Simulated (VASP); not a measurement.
Write the native input for VASP 6.6.1 that does the following.

| Item | Value |
| --- | --- |
| Task | single point |
| Functional | PBEsol |
| Potentials or basis | VASP PAW PBE potentials, release 64 (Hf_pv, N) |
| Cutoff | 520 eV |
| k mesh | 20 × 20 × 20 |
| Occupations | gaussian, width 0.15 eV |
| Spin | no spin polarisation |
| Dipole correction | no |
| Further INCAR settings | ALGO = Normal; EDIFF = 1e-07; NBANDS = 14 |

The structure of HfN lies in POSCAR:

```
HfN
1.0
    0.0000000000      2.2225581436      2.3336860508
    2.2225581436      0.0000000000      2.3336860508
    2.2225581436      2.2225581436      0.0000000000
Hf N
1 1
Direct
    0.0000000000      0.0000000000      0.0000000000
    0.5000000000      0.5000000000      0.5000000000
```

This cell differs from its parent crystal: ratio of the length along z to the lengths across it x 1.05, volume and fractional coordinates fixed.

One way to write it, as run:

INCAR

```
  PREC = Accurate
  ENCUT = 520
  EDIFF = 1E-7
  ISMEAR = 0
  SIGMA = 0.15
  LREAL = False
  LASPH = True
  NELM = 60
  ALGO = Normal
  ISIF = 2
  LWAVE = False
  LCHARG = True
  GGA = PS
  LELF = True
  LVHAR = True
  NBANDS = 14
```

KPOINTS

```
regular mesh
0
Gamma
  20 20 20
```

Potentials or basis: VASP PAW PBE potentials, release 64 (Hf_pv, N).

Launch:

```console
$ cat potpaw_PBE.64/Hf_pv/POTCAR potpaw_PBE.64/N/POTCAR > POTCAR
$ mpirun -np 1 vasp_std > vasp.out
```

It gave:

```yaml
Pressure: -3.7 GPa
```

Caveat: the PAW data sets were made with another functional, which shifts forces and pressure a little.

It took 100 s on 1 thread of Intel(R) Xeon(R) Platinum 8259CL CPU @ 2.50GHz (Skylake/Cascade Lake) (shared host), peak memory 0.32 GiB.
